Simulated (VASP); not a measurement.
# Cd in VASP: notebook

Cd is run at these levels: r2SCAN; tasks: single point.

Everything below comes from runs of VASP 6.6.1. Logs are shortened: lines on timing, memory, paths and dates and some standing lists are left out, and cuts for length are marked.

**1. The cell of the first run**

The cell holds a slab with vacuum, 3 atoms: a = 3.091 Å, b = 3.091 Å, c = 19.047 Å, α = 90.00°, β = 90.00°, γ = 109.47°.

**2. Single point, r2SCAN**

POSCAR reads:

```
Cd
1.0
    3.0905363611      0.0000000000      0.0000000000
   -1.0301787870      2.9137856245      0.0000000000
    0.0000000000      0.0000000000     19.0468247441
Cd
3
Direct
    0.0000000000      0.0000000000      0.3675153257
    0.5000000000      0.5000000000      0.5000000000
    0.0000000000      0.0000000000      0.6324846743
```

INCAR.step1 reads:

```
SYSTEM = Cd
  PREC = Accurate
  ENCUT = 520
  ISMEAR = -1
  SIGMA = 0.1
  LREAL = .FALSE.
  LASPH = .TRUE.
  NELM = 60
  LDIPOL = .TRUE.
  IDIPOL = 3
  DIPOL = 0.5 0.5 0.500
  EFIELD = 0.1
  NBANDS = 25
  GGA = PE
  ALGO = Normal
  EDIFF = 1E-4
  LWAVE = .TRUE.
  LCHARG = .FALSE.
```

INCAR.step2 reads:

```
SYSTEM = Cd
  PREC = Accurate
  ENCUT = 520
  EDIFF = 1E-7
  ISMEAR = -1
  SIGMA = 0.1
  LREAL = .FALSE.
  LASPH = .TRUE.
  NELM = 60
  ALGO = Normal
  ISIF = 2
  LWAVE = .FALSE.
  LCHARG = .FALSE.
  LDIPOL = .TRUE.
  IDIPOL = 3
  DIPOL = 0.5 0.5 0.500
  METAGGA = R2SCAN
  LMIXTAU = .TRUE.
  EFIELD = 0.1
  NBANDS = 25
  ISTART = 1
```

KPOINTS reads:

```
Automatic mesh
0
G
  6 6 1
  0 0 0
```

Potentials or basis: VASP PAW PBE potentials, release 64 (Cd).

The run is started by

```console
$ cat potpaw_PBE.64/Cd/POTCAR > POTCAR
$ cp INCAR.step1 INCAR
$ mpirun -np 1 vasp_std > vasp.out
$ cp INCAR.step2 INCAR
$ mpirun -np 1 vasp_std > vasp.out
```

OUTCAR:

```text
SYSTEM = Cd
   PREC = Accurate
   ENCUT = 520
   EDIFF = 1E-7
   ISMEAR = -1
   LREAL = .FALSE.
   LASPH = .TRUE.
   NELM = 60
   ISIF = 2
   METAGGA = R2SCAN
   ISTART = 1

 ion  position               nearest neighbor table
   1  0.000  0.000  0.368-   2 3.09   2 3.09   2 3.57   2 3.57
   2  0.500  0.500  0.500-   1 3.09   3 3.09   1 3.09   3 3.09   1 3.57   3 3.57   1 3.57   3 3.57

   3  0.000  0.000  0.632-   2 3.09   2 3.09   2 3.57   2 3.57

  LATTYP: Found a base centered orthorhombic cell.
 ALAT       =     3.5686440000
 B/A-ratio  =     1.4142135624
 C/A-ratio  =     5.3372722928

  Lattice vectors:

 A1 = (   3.0905363611,   0.0000000000,   0.0000000000)
 A2 = (  -1.0301787870,   2.9137856245,   0.0000000000)
 A3 = (   0.0000000000,   0.0000000000,  19.0468247441)

Analysis of symmetry for initial positions (statically):
=====================================================================
 Subroutine PRICEL returns:
 Original cell was already a primitive cell.

 Routine SETGRP: Setting up the symmetry group for a
 base centered orthorhombic supercell.

 Subroutine GETGRP returns: Found  8 space group operations
 (whereof  8 operations were pure point group operations)
 out of a pool of  8 trial point group operations.

The static configuration has the point symmetry D_2h.

Analysis of symmetry for dynamics (positions and initial velocities):
=====================================================================
 An external electric field (EFIELD) may reduce the allowed symmetry operations
 Subroutine PRICEL returns:
 Original cell was already a primitive cell.

 Routine SETGRP: Setting up the symmetry group for a
 base centered orthorhombic supercell.

 Subroutine GETGRP returns: Found  4 space group operations
 (whereof  4 operations were pure point group operations)
 out of a pool of  8 trial point group operations.

The dynamic configuration has the point symmetry C_2v.

 Subroutine INISYM returns: Found  4 space group operations
 (whereof  4 operations are pure point group operations),
 and found     1 'primitive' translations

----------------------------------------------------------------------------------------

                                     Primitive cell

  volume of cell :     171.5197

  direct lattice vectors                    reciprocal lattice vectors
     3.090536361  0.000000000  0.000000000     0.323568431  0.114398716  0.000000000
    -1.030178787  2.913785625  0.000000000     0.000000000  0.343196147  0.000000000
[... 80 lines left out ...]
   NFREE  =      0    steps in history (QN), initial steepest desc. (CG)
   ISIF   =      2    stress and relaxation
   ISYM   =      2    0-nonsym 1-usesym 2-fastsym
   POTIM  = 0.5000    time-step for ionic-motion
   TEBEG  =    0.0;   TEEND  =   0.0 temperature during run
   PSTRESS=    0.0 pullay stress
   NELECT =      36.0000    total number of electrons
   NUPDOWN=      -1.0000    fix difference up-down
   EMIN   =  10.00;   EMAX   =-10.00  energy-range for DOS
   EFERMI =   0.00;   METHOD = LEGACY
   ISMEAR =    -1;   SIGMA  =   0.10  broadening in eV -4-tet -1-fermi 0-gaus
   EFERMI_NEDOS =   21; number of points for ismear=-14 and -15
   IALGO  =     38    algorithm
   IMIX   =      4    mixing-type and parameters
     AMIX     =   0.40;   BMIX     =  1.00
     AMIX_MAG =   1.60;   BMIX_MAG =  1.00
  volume/ion in A,a.u.               =      57.17       385.82
  Fermi-wavevector in a.u.,A,eV,Ry     =   0.972906  1.838526 12.878547  0.946547
  Thomas-Fermi vector in A             =   2.103243
   LORBIT       =      0    0 simple, 1 ext, 2 COOP (PROOUT), +10 PAW based schemes
   METAGGA = R2SCAN    functional components
   LHFCALC =     F    Hartree Fock is set to
   AEXX    =    0.0000 exact exchange contribution
   IVDW    =     0    specifies the selected vdW correction
   LEPSILON=     F    determine dielectric tensor
   LRPA    =     F    only Hartree local field effects (RPA)
 non-spin polarized calculation
  energy-cutoff  :      520.00
  volume of cell :      171.52
 maximum number of plane-waves:      4664
   NGX = 11   NGY = 11   NGZ = 71

 number of electron      35.9999997 magnetization

 dipolmoment           0.000000      0.000000      0.042150 electrons x Angstroem

 Free energy of the ion-electron system (eV)
  ---------------------------------------------------
  ext. energy  EPLUGINS =         0.00000000
  ---------------------------------------------------
  free energy    TOTEN  =       -59.62564311 eV

  energy without entropy =      -59.59641727  energy(sigma->0) =      -59.61103019

 E-fermi :  -1.5089     XC(G=0):  -5.3492

 val. band max:       -1.6881751241   @ k =   0.3333   0.3333   0.0000
 cond. band min:      -1.4794852556   @ k =  -0.1667   0.1667   0.0000
 fundamental gap:      0.2086898684
 Fermi energy:        -1.5089218875

 k-point     1 :       0.0000    0.0000    0.0000
  band No.  band energies     occupation
      1     -11.5053      2.00000
      2     -11.4938      2.00000
      3     -11.1018      2.00000
      4     -11.0820      2.00000
      5     -11.0695      2.00000
      6     -11.0693      2.00000
[... 353 lines left out ...]
     24       4.6575      0.00000
     25       6.1246      0.00000

------------------------ aborting loop because EDIFF is reached ----------------------------------------

 vacuum level on the upper side and lower side of the slab       (xc-potential included)        -0.467         0.566

  FORCE on cell =-STRESS in cart. coord.  units (eV):
  Direction    XX          YY          ZZ          XY          YZ          ZX
  --------------------------------------------------------------------------------------
  -------------------------------------------------------------------------------------
  Total       -2.8739254     -2.2570349      1.3234238      0.8724149      0.0000000      0.0000000
  in kB      -26.8455330    -21.0831171     12.3621921      8.1492868      0.0000000      0.0000000
  external PRESSURE =     -11.8554860 kB  Pullay stress =       0.0000000 kB

 VOLUME and BASIS-vectors are now :
 -----------------------------------------------------------------------------
  energy-cutoff  :      520.00
  volume of cell :      171.52
      direct lattice vectors                 reciprocal lattice vectors
     3.090536361  0.000000000  0.000000000     0.323568431  0.114398716  0.000000000
    -1.030178787  2.913785625  0.000000000     0.000000000  0.343196147  0.000000000
     0.000000000  0.000000000 19.046824744     0.000000000  0.000000000  0.052502189

 POSITION                                       TOTAL-FORCE (eV/Angst)
 -----------------------------------------------------------------------------------
      0.00000      0.00000      7.00000        -0.000000      0.000000     -0.260333
      1.03018      1.45689      9.52341         0.000000      0.000000      0.001356
      0.00000      0.00000     12.04682        -0.000000      0.000000      0.258977
 -----------------------------------------------------------------------------------
    total drift:                               -0.000000     -0.000000     -0.000034

  FREE ENERGIE OF THE ION-ELECTRON SYSTEM (eV)
  ---------------------------------------------------
  free  energy   TOTEN  =       -59.6256431109 eV

  energy  without entropy=      -59.5964172715  energy(sigma->0) =      -59.61103019

 vacuum level on the upper side and lower side of the slab         2.298         3.307
```

OUTCAR.step1:

```text
SYSTEM = Cd
   PREC = Accurate
   ENCUT = 520
   ISMEAR = -1
   LREAL = .FALSE.
   LASPH = .TRUE.
   NELM = 60
[... 581 lines left out ...]
      1.03018      1.45689      9.52341        -0.000000      0.000000      0.001526
      0.00000      0.00000     12.04682         0.000000      0.000000      0.370442
 -----------------------------------------------------------------------------------
    total drift:                                0.000000      0.000000      0.004695

  FREE ENERGIE OF THE ION-ELECTRON SYSTEM (eV)
  ---------------------------------------------------
  free  energy   TOTEN  =        -1.7856611304 eV

  energy  without entropy=       -1.7552745851  energy(sigma->0) =       -1.77046786

 vacuum level on the upper side and lower side of the slab         2.182         3.222
```

It used 240 s of CPU time on 1 thread of Intel(R) Xeon(R) Platinum 8488C (Sapphire Rapids), on a shared host.

Results:

```yaml
Free_energy: -59.6256 eV
Largest_force: 0.260 eV/Å
Band_gap_on_the_k_mesh: zero (bands 18 and 19 overlap by 1.95 eV)
```

Forces on the atoms (eV/Å):
```
Cd   0.000  0.000 -0.260
Cd   0.000  0.000  0.001
Cd   0.000  0.000  0.259
```

Levels at points of the mesh, in eV from the Fermi level:
```tsv
k point	band 16	band 17	band 18	band 19	band 20	band 21
(0.00, 0.00, 0.00)	-8.35	-6.48	-3.67	-0.89	2.74	4.21
(0.50, 0.00, 0.00)	-2.93	-2.65	-1.40	-0.78	0.92	1.59
(0.50, 0.50, 0.00)	-1.49	-0.59	0.30	0.79	2.29	3.27
```

Caveat: the PAW data sets were made with another functional, which shifts forces and pressure a little.

**3. Single point, r2SCAN**

POSCAR is that of step 2.

INCAR.step1 reads:

```
  PREC = Accurate
  ENCUT = 520
  ISMEAR = -1
  SIGMA = 0.1
  LREAL = False
  LASPH = True
  NELM = 80
  LDIPOL = True
  IDIPOL = 3
  DIPOL = 0.5 0.5 0.500
  NBANDS = 25
  EFIELD = 0.05
  GGA = PE
  ALGO = Normal
  EDIFF = 1E-4
  LWAVE = True
  LCHARG = False
```

INCAR.step2 reads:

```
  PREC = Accurate
  ENCUT = 520
  EDIFF = 1E-6
  ISMEAR = -1
  SIGMA = 0.1
  LREAL = False
  LASPH = True
  NELM = 80
  ALGO = Normal
  ISIF = 2
  LWAVE = False
  LCHARG = False
  LDIPOL = True
  IDIPOL = 3
  DIPOL = 0.5 0.5 0.500
  METAGGA = R2SCAN
  LMIXTAU = True
  NBANDS = 25
  EFIELD = 0.05
  ISTART = 1
```

KPOINTS reads:

```
regular mesh
0
Gamma
  6 6 1
```

Potentials or basis: VASP PAW PBE potentials, release 64 (Cd).

The run is started by

```console
$ cat potpaw_PBE.64/Cd/POTCAR > POTCAR
$ cp INCAR.step1 INCAR
$ mpirun -np 1 vasp_std > vasp.out
$ cp INCAR.step2 INCAR
$ mpirun -np 1 vasp_std > vasp.out
```

OUTCAR:

```text
PREC = Accurate
   ENCUT = 520
   EDIFF = 1E-6
   ISMEAR = -1
   LREAL = False
   LASPH = True
   NELM = 80
   ISIF = 2
   METAGGA = R2SCAN
   ISTART = 1

 ion  position               nearest neighbor table
   1  0.000  0.000  0.368-   2 3.09   2 3.09   2 3.57   2 3.57
   2  0.500  0.500  0.500-   1 3.09   3 3.09   1 3.09   3 3.09   1 3.57   3 3.57   1 3.57   3 3.57

   3  0.000  0.000  0.632-   2 3.09   2 3.09   2 3.57   2 3.57

  LATTYP: Found a base centered orthorhombic cell.
 ALAT       =     3.5686440000
 B/A-ratio  =     1.4142135624
 C/A-ratio  =     5.3372722928

  Lattice vectors:

 A1 = (   3.0905363611,   0.0000000000,   0.0000000000)
 A2 = (  -1.0301787870,   2.9137856245,   0.0000000000)
 A3 = (   0.0000000000,   0.0000000000,  19.0468247441)

Analysis of symmetry for initial positions (statically):
=====================================================================
 Subroutine PRICEL returns:
 Original cell was already a primitive cell.

 Routine SETGRP: Setting up the symmetry group for a
 base centered orthorhombic supercell.

 Subroutine GETGRP returns: Found  8 space group operations
 (whereof  8 operations were pure point group operations)
 out of a pool of  8 trial point group operations.

The static configuration has the point symmetry D_2h.

Analysis of symmetry for dynamics (positions and initial velocities):
=====================================================================
 An external electric field (EFIELD) may reduce the allowed symmetry operations
 Subroutine PRICEL returns:
 Original cell was already a primitive cell.

 Routine SETGRP: Setting up the symmetry group for a
 base centered orthorhombic supercell.

 Subroutine GETGRP returns: Found  4 space group operations
 (whereof  4 operations were pure point group operations)
 out of a pool of  8 trial point group operations.

The dynamic configuration has the point symmetry C_2v.

[... 108 lines left out ...]
     AMIX_MAG =   1.60;   BMIX_MAG =  1.00
  volume/ion in A,a.u.               =      57.17       385.82
  Fermi-wavevector in a.u.,A,eV,Ry     =   0.972906  1.838526 12.878547  0.946547
  Thomas-Fermi vector in A             =   2.103243
   LORBIT       =      0    0 simple, 1 ext, 2 COOP (PROOUT), +10 PAW based schemes
   METAGGA = R2SCAN    functional components
   LHFCALC =     F    Hartree Fock is set to
   AEXX    =    0.0000 exact exchange contribution
   IVDW    =     0    specifies the selected vdW correction
   LEPSILON=     F    determine dielectric tensor
   LRPA    =     F    only Hartree local field effects (RPA)
 non-spin polarized calculation
  energy-cutoff  :      520.00
  volume of cell :      171.52
 maximum number of plane-waves:      4664
   NGX = 11   NGY = 11   NGZ = 71

 number of electron      35.9999997 magnetization

 dipolmoment           0.000000      0.000000      0.021015 electrons x Angstroem

 Free energy of the ion-electron system (eV)
  ---------------------------------------------------
  ext. energy  EPLUGINS =         0.00000000
  ---------------------------------------------------
  free energy    TOTEN  =       -59.62401405 eV

  energy without entropy =      -59.59479514  energy(sigma->0) =      -59.60940460

 E-fermi :  -1.5074     XC(G=0):  -5.3487

 val. band max:       -1.6862492492   @ k =   0.3333   0.3333   0.0000
 cond. band min:      -1.4781070000   @ k =  -0.1667   0.1667   0.0000
 fundamental gap:      0.2081422492
 Fermi energy:        -1.5073928376

 k-point     1 :       0.0000    0.0000    0.0000
  band No.  band energies     occupation
      1     -11.5026      2.00000
      2     -11.4911      2.00000
      3     -11.0995      2.00000
      4     -11.0795      2.00000
      5     -11.0670      2.00000
      6     -11.0668      2.00000
[... 353 lines left out ...]
     24       4.6599      0.00000
     25       6.1275      0.00000

------------------------ aborting loop because EDIFF is reached ----------------------------------------

 vacuum level on the upper side and lower side of the slab       (xc-potential included)        -0.285         0.233

  FORCE on cell =-STRESS in cart. coord.  units (eV):
  Direction    XX          YY          ZZ          XY          YZ          ZX
  --------------------------------------------------------------------------------------
  -------------------------------------------------------------------------------------
  Total       -2.9078494     -2.2904668      1.2985127      0.8731108      0.0000000      0.0000000
  in kB      -27.1624194    -21.3954067     12.1294957      8.1557875      0.0000000      0.0000000
  external PRESSURE =     -12.1427768 kB  Pullay stress =       0.0000000 kB

 VOLUME and BASIS-vectors are now :
 -----------------------------------------------------------------------------
  energy-cutoff  :      520.00
  volume of cell :      171.52
      direct lattice vectors                 reciprocal lattice vectors
     3.090536361  0.000000000  0.000000000     0.323568431  0.114398716  0.000000000
    -1.030178787  2.913785625  0.000000000     0.000000000  0.343196147  0.000000000
     0.000000000  0.000000000 19.046824744     0.000000000  0.000000000  0.052502189

 POSITION                                       TOTAL-FORCE (eV/Angst)
 -----------------------------------------------------------------------------------
      0.00000      0.00000      7.00000         0.000000      0.000000     -0.256457
      1.03018      1.45689      9.52341        -0.000000      0.000000      0.002592
      0.00000      0.00000     12.04682         0.000000      0.000000      0.253865
 -----------------------------------------------------------------------------------
    total drift:                               -0.000000     -0.000000      0.003957

  FREE ENERGIE OF THE ION-ELECTRON SYSTEM (eV)
  ---------------------------------------------------
  free  energy   TOTEN  =       -59.6240140536 eV

  energy  without entropy=      -59.5947951429  energy(sigma->0) =      -59.60940460

 vacuum level on the upper side and lower side of the slab         2.474         2.975
```

OUTCAR.step1:

```text
PREC = Accurate
   ENCUT = 520
   ISMEAR = -1
   LREAL = False
   LASPH = True
   NELM = 80
   GGA = PE
   EDIFF = 1E-4

[... 580 lines left out ...]
      1.03018      1.45689      9.52341        -0.000000      0.000000      0.000800
      0.00000      0.00000     12.04682         0.000000      0.000000      0.369240
 -----------------------------------------------------------------------------------
    total drift:                                0.000000      0.000000      0.001455

  FREE ENERGIE OF THE ION-ELECTRON SYSTEM (eV)
  ---------------------------------------------------
  free  energy   TOTEN  =        -1.7840904378 eV

  energy  without entropy=       -1.7537055702  energy(sigma->0) =       -1.76889800

 vacuum level on the upper side and lower side of the slab         2.438         2.960
```

It used 190 s of CPU time on 1 thread of Intel(R) Xeon(R) Platinum 8488C (Sapphire Rapids), on a shared host.

What came out:

```
Free energy            : -59.6240 eV
Largest force          : 0.256 eV/Å
Band gap on the k mesh : zero (bands 18 and 19 overlap by 1.96 eV)
```

Forces in eV/Å, atoms in the order of the input:
```
Cd   0.000  0.000 -0.256
Cd   0.000  0.000  0.003
Cd   0.000  0.000  0.254
```

Levels at points of the mesh, in eV from the Fermi level:
| k point | band 16 | band 17 | band 18 | band 19 | band 20 | band 21 |
| --- | --- | --- | --- | --- | --- | --- |
| (0.00, 0.00, 0.00) | -8.35 | -6.48 | -3.67 | -0.89 | 2.75 | 4.28 |
| (0.50, 0.00, 0.00) | -2.93 | -2.65 | -1.40 | -0.78 | 0.92 | 1.59 |
| (0.50, 0.50, 0.00) | -1.49 | -0.59 | 0.30 | 0.79 | 2.29 | 3.27 |

Caveat: the PAW data sets were made with another functional, which shifts forces and pressure a little.

**4. Single point, r2SCAN**

POSCAR is that of step 3.

INCAR.step1 reads:

```
  ALGO = Normal
  DIPOL = 0.5 0.5 0.500
  EDIFF = 1E-4
  ENCUT = 520
  GGA = PE
  IDIPOL = 3
  ISMEAR = -1
  LASPH = True
  LCHARG = False
  LDIPOL = True
  LREAL = False
  LWAVE = True
  NBANDS = 25
  NELM = 60
  PREC = Accurate
  SIGMA = 0.1
```

INCAR.step2 reads:

```
  ALGO = Normal
  DIPOL = 0.5 0.5 0.500
  EDIFF = 1E-7
  ENCUT = 520
  IDIPOL = 3
  ISIF = 2
  ISMEAR = -1
  ISTART = 1
  LASPH = True
  LCHARG = True
  LDIPOL = True
  LELF = True
  LMIXTAU = True
  LREAL = False
  LVACPOTAV = True
  LVHAR = True
  LWAVE = False
  METAGGA = R2SCAN
  NBANDS = 25
  NELM = 60
  PREC = Accurate
  SIGMA = 0.1
```

KPOINTS reads:

```
k-points
0
Gamma
  6 6 1
```

The run is started by

```console
$ cat potpaw_PBE.64/Cd/POTCAR > POTCAR
$ cp INCAR.step1 INCAR
$ mpirun -np 1 vasp_std > vasp.out
$ cp INCAR.step2 INCAR
$ mpirun -np 1 vasp_std > vasp.out
```

It used 180 s of CPU time on 1 thread of Intel(R) Xeon(R) Platinum 8488C (Sapphire Rapids), with other jobs on the host.

It converged, with:

```yaml
Free_energy: -59.6235 eV
Largest_force: 0.259 eV/Å
Band_gap_on_the_k_mesh: zero (bands 18 and 19 overlap by 1.95 eV)
```

Forces in eV/Å, atoms in the order of the input:
```
Cd   0.000  0.000 -0.259
Cd   0.000  0.000  0.000
Cd   0.000  0.000  0.259
```

Levels at points of the mesh, in eV from the Fermi level:
| k point | band 16 | band 17 | band 18 | band 19 | band 20 | band 21 |
| --- | --- | --- | --- | --- | --- | --- |
| (0.00, 0.00, 0.00) | -8.35 | -6.48 | -3.67 | -0.89 | 2.75 | 4.32 |
| (0.50, 0.00, 0.00) | -2.93 | -2.65 | -1.40 | -0.78 | 0.92 | 1.59 |
| (0.50, 0.50, 0.00) | -1.49 | -0.59 | 0.30 | 0.79 | 2.29 | 3.27 |

Caveat: the PAW data sets were made with another functional, which shifts forces and pressure a little.

**5. The runs side by side**

| electric field (eV/Å) | gap on the mesh (eV) | largest force (eV/Å) |
| --- | --- | --- |
| 0.1 eV/Å | none | 0.26 |
| 0.05 eV/Å | none | 0.26 |
| - | none | 0.26 |

Alike in all rows: task single point; level r2SCAN; potentials or basis VASP PAW PBE potentials, release 64 (Cd); no spin polarisation; cell as given; k mesh 6 × 6 × 1; cutoff (eV) 520; smearing fermi-dirac 0.1 eV.

Caveats: the PAW data sets were made with another functional, which shifts forces and pressure a little.

Total energies depend on the potentials used, so only differences within one code and one set of settings carry meaning.
